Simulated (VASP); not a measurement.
Set up this calculation in VASP 6.6.1, as the native input.

* Task: single point
* Functional: PBE
* Potentials or basis: VASP PAW PBE potentials, release 64 (B, N)
* Cutoff: 520 eV
* k mesh: 2 × 2 × 2
* Occupations: gaussian, width 0.05 eV
* Spin: collinear spin
* Dipole correction: no
* Further INCAR settings: LREAL = Auto; ALGO = Normal; EDIFF = 1e-06; NBANDS = 126

The structure of B24N23 (a cell with a defect) lies in POSCAR:

```
B24N23
1.0
   -3.8309090000      2.2117770000     -4.2268550000
    3.8309090000     -2.2117770000     -4.2268550000
   -3.8309090000     -6.6353300000      4.2268550000
B N
24 23
Direct
    0.6568395637      0.3263078435      0.0051063072
    0.1672044792      0.8345754243     -0.0009718009
    0.8326461615      0.0041170343      0.8338611941
    0.3367366561      0.4998028084      0.8332380580
    0.0013357020      0.6677845537      0.6655392761
    0.5012315145      0.1685602954      0.6684335964
    0.1663753198      0.3331867605      0.4992926190
    0.6664959562      0.8334311431      0.4996013688
    0.3323802544     -0.0012383576      0.3327755171
    0.8308576183      0.4985351976      0.3319052394
    0.4999597517      0.6650045219      0.1664838074
   -0.0033882498      0.1666954180      0.1646021283
    0.5837152721      0.9138958910     -0.0006978669
    0.0857418916      0.4237666564     -0.0027989030
    0.7591824003      0.5908294945      0.8305466277
    0.2493980452      0.0846415016      0.8332030566
    0.9172698944      0.2519185983      0.6666086843
    0.4185675772      0.7500698732      0.6662417206
    0.0829609838      0.9169131247      0.4984071980
    0.5835485744      0.4172535133      0.4999686757
    0.2481411531      0.5827708200      0.3316087337
    0.7503832571      0.0817895449      0.3323367031
    0.4130568006      0.2496435319      0.1667286622
    0.9159734659      0.7459829276      0.1622646233
    0.3530120689      0.0203602127     -0.0005229248
    0.0174937352      0.1932151844      0.8341724304
    0.5260836334      0.6855220595      0.8347173477
    0.1877004313      0.8542269688      0.6656739609
    0.6902676581      0.3563412090      0.6695599492
    0.3537694286      0.5204541402      0.4991138972
    0.8539370231      0.0205026783      0.4993495890
    0.5191073187      0.1855758576      0.3328700906
    0.0176534885      0.6838675896      0.3286025897
    0.6877984329      0.8478882927      0.1635898616
    0.1802781910      0.3562755373      0.1635873055
    0.7684644699      0.1028737572      0.0000690135
    0.2719763897      0.6053475157     -0.0007015427
    0.9391796487      0.7748393345      0.8314676004
    0.4375001728      0.2710979942      0.8342125990
    0.1052716895      0.4382664071      0.6663922227
    0.6042204266      0.9382403401      0.6665439835
    0.2706432224      0.1041684515      0.4998022917
    0.7708041231      0.6039388255      0.4996683707
    0.4365122596      0.7704681634      0.3328903179
    0.9360776276      0.2695386489      0.3325333108
    0.5987617205      0.4350933690      0.1687239953
    0.1023254063      0.9355577896      0.1648182780
```

These files were run (other wordings do the same):

INCAR

```
SYSTEM = B24N23
PREC = Accurate
ENCUT = 520
EDIFF = 1E-6
ISMEAR = 0
SIGMA = 0.05
LREAL = Auto
LASPH = .TRUE.
NELM = 200
ALGO = Normal
ISIF = 2
LWAVE = .FALSE.
LCHARG = .FALSE.
ISPIN = 2
MAGMOM = 0.17 0 0 0 0 0 0 0 0 0 0 0 0 0.2 0.06 0 0 0 0 0 0 0 0 0.2 0 0 0 0 0 0 0 0 0 0 0 0 0 0 0 0 0 0 0 0 0 0 0
LORBIT = 11
GGA = PE
NBANDS = 126
GGA_COMPAT = .FALSE.
KPAR = 2
NCORE = 2
```

KPOINTS

```
Automatic mesh
0
G
  2 2 2
  0 0 0
```

Potentials or basis: VASP PAW PBE potentials, release 64 (B, N).

Run with:

```console
$ cat potpaw_PBE.64/B/POTCAR potpaw_PBE.64/N/POTCAR > POTCAR
$ mpirun -np 4 vasp_std > vasp.out
```

It gave:

```yaml
Pressure: -1.1 GPa
Largest_force: 0.044 eV/Å
Band_gap_on_the_k_mesh: 0.56 eV
Net_moment: 1.00 μB per cell
Site_moments: B +0.32, +0.01, +0.00, +0.04, +0.10, -0.02 (each value once); N +0.00, -0.00, +0.01 (each value once) μB
Valence_electrons_inside_the_program's_atomic_spheres: B 1.99, 2.02, 2.03, 2.00, 2.01, 1.89, 1.92, 1.86 (each value once); N 3.97, 3.96, 3.95, 3.98, 3.99 (each value once)
```

Caveat: the k points lie up to 0.55 Å⁻¹ apart; semilocal functionals underestimate gaps, and a narrow one can read as zero.

Wall time 3.9 min on 4 MPI ranks on Intel(R) Xeon(R) 6975P-C (Granite Rapids) (shared host), peak memory 0.45 GiB a rank.
